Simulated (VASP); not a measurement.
Runs of VASP 6.6.1 on Nb. The structure is that of space group Fm-3m (No. 225), or close to it. The cells are those of the table. 

```tsv
cell	gap on the mesh (eV)	pressure (GPa)
a = 3.031, b = 3.031, c = 2.916 Å, angles 61.2, 61.2, 57.5°, 1 atom	none	-7.8
a = 3.141 Å, angles 60.0°, 1 atom	none	-23.4
a = 2.992, b = 2.992, c = 2.916 Å, angles 60.8, 60.8, 58.3°, 1 atom	none	-3.6
a = 2.842 Å, angles 60.0°, 1 atom	none	23.2
a = 2.956, b = 2.956, c = 2.842 Å, angles 61.3, 61.3, 57.5°, 1 atom	none	(a)
a = 2.916 Å, angles 60.0°, 1 atom	none	5.8
a = 2.954, b = 2.954, c = 2.916 Å, angles 60.4, 60.4, 59.2°, 1 atom	none	0.9
a = 2.954, b = 2.954, c = 2.991 Å, angles 59.6, 59.6, 60.8°, 1 atom	none	(c)
a = 3.066 Å, angles 60.0°, 1 atom	none	(b)
```

Alike in all rows: task single point; level PBEsol; potentials or basis VASP PAW PBE potentials, release 64 (Nb_sv); no spin polarisation; k mesh 20 × 20 × 20; cutoff (eV) 500; smearing gaussian 0.15 eV.

Problem. Fill in the values left out.

Solution. (a) 5.3; (b) -16.7; (c) -3.4.

Caveats: the PAW data sets were made with another functional, which shifts forces and pressure a little; the cell stands under tension (at least some runs); the cell stands under pressure (at least some runs); the stress differs along the axes, from -12 to 1 GPa (at least some runs); the stress differs along the axes, from -7 to 4 GPa (at least some runs); the stress differs along the axes, from -0 to 16 GPa (at least some runs); the stress differs along the axes, from -2 to 6 GPa (at least some runs).

A k mesh can miss the band edges, and the runs leave out spin-orbit coupling on Nb.

A gap of «none» marks levels without a gap at the run's occupations.
